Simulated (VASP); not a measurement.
A run of VASP 6.6.1 is set up as follows.

The input POSCAR:

```
PbS
1.0
    5.9555935510      0.0000000000      0.0000000000
    0.0000000000      2.9685444025      2.9685444272
    0.0000000000     -2.9685444025      2.9685444272
Pb S
2 2
Direct
    0.7498944867      0.2605185190      0.7605185190
    0.2501055133      0.7605185190      0.2605185190
    0.7496621080      0.7604814810      0.2604814810
    0.2503378920      0.2604814810      0.7604814810
```

The input INCAR.step1:

```
SYSTEM = PbS
PREC = Accurate ; ENCUT = 520
ISMEAR = 0 ; SIGMA = 0.01
LREAL = .False. ; LASPH = .True.
NELM = 60 ; NBANDS = 28
GGA = PE ; ALGO = Normal
EDIFF = 1E-4 ; LWAVE = .True.
LCHARG = .False.
```

INCAR.step2

```
SYSTEM = PbS
PREC = Accurate ; ENCUT = 520
EDIFF = 1E-6 ; ISMEAR = 0
SIGMA = 0.01 ; LREAL = .False.
LASPH = .True. ; NELM = 60
ALGO = Normal ; ISIF = 2
LWAVE = .False. ; LCHARG = .True.
METAGGA = R2SCAN ; LMIXTAU = .True.
LELF = .True. ; LVHAR = .True.
NBANDS = 28 ; ISTART = 1
```

KPOINTS

```
Automatic mesh
0
Gamma
  2 4 4
  0 0 0
```

Potentials or basis: VASP PAW PBE potentials, release 64 (Pb_d, S).

Run with:

```console
$ cat potpaw_PBE.64/Pb_d/POTCAR potpaw_PBE.64/S/POTCAR > POTCAR
$ cp INCAR.step1 INCAR
$ mpirun -np 1 vasp_std > vasp.out
$ cp INCAR.step2 INCAR
$ mpirun -np 1 vasp_std > vasp.out
```

Predict the band gap on the k mesh.

0.63 eV.

What does it give for the pressure?

2.0 GPa.

Stress tensor (GPa, compression positive):
```
5.29 0.00 0.00
0.00 0.39 0.00
0.00 0.00 0.39
```

Caveat: the k points lie up to 0.53 Å⁻¹ apart; the PAW data sets were made with another functional, which shifts forces and pressure a little; spin-orbit coupling is left out, which moves the levels of the heavy elements. A k mesh can miss the band edges.
